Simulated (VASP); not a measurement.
Crystal: Ge.

```xyz
2
Lattice="-2.5745 2.5745 1.3974 2.5745 -2.5745 1.3974 2.5745 2.5745 -1.3974" Properties=species:S:1:pos:R:3 pbc="T T T"
Ge    2.5745    0.0000    0.6987
Ge    0.0000    0.0000    1.3974
```

* Program: VASP 6.6.1
* Task: relaxation of cell and atoms
* Functional: BLYP
* Dispersion: D3(BJ)
* Potentials or basis: VASP PAW PBE potentials, release 64 (Ge_d)
* Cutoff: 600 eV
* k mesh: 12 × 12 × 12, shifted
* Occupations: gaussian, width 0.1 eV
* Spin: no spin polarisation

At the start: pressure 2.5 GPa; volume 18.52 Å³/atom.

Question: How do energy, volume and symmetry change on relaxing?

Answer: Over 12 steps the energy falls by 5.9 meV/atom and the volume is 19.21 Å³/atom (+3.7 %); space group I4_1/amd (No. 141, to 0.05 Å).

Step by step:
| step | energy change (eV) | largest force (eV/Å) | pressure (GPa) | volume (Å³) |
| --- | --- | --- | --- | --- |
| 1 | 0.0000 | 0.0000 | 2.46 | 37.05 |
| 2 | -0.0112 | 0.0000 | 0.05 | 38.59 |
| 3 | -0.0108 | 0.0000 | -0.59 | 38.76 |
| 4 | -0.0111 | 0.0000 | -0.24 | 38.63 |
| 5 | -0.0118 | 0.0000 | -0.02 | 38.46 |
| 6 | -0.0118 | 0.0000 | 0.06 | 38.43 |
| 7 | -0.0118 | 0.0000 | 0.25 | 38.38 |
| 8 | -0.0118 | 0.0000 | -0.17 | 38.42 |
| 9 | -0.0118 | 0.0000 | 0.12 | 38.39 |
| 10 | -0.0118 | 0.0000 | 0.02 | 38.40 |
| 11 | -0.0118 | 0.0000 | -0.18 | 38.43 |
| 12 | -0.0118 | 0.0000 | -0.02 | 38.42 |

Final structure:
```xyz
2
Lattice="-2.5948 2.5948 1.4266 2.5948 -2.5948 1.4266 2.5948 2.5948 -1.4266" Properties=species:S:1:pos:R:3 pbc="T T T"
Ge    2.5948    0.0000    0.7133
Ge    0.0000    0.0000    1.4266
```

Caveat: the PAW data sets were made with another functional, which shifts forces and pressure a little; pairwise dispersion overbinds metals, which lowers pressure and volume.
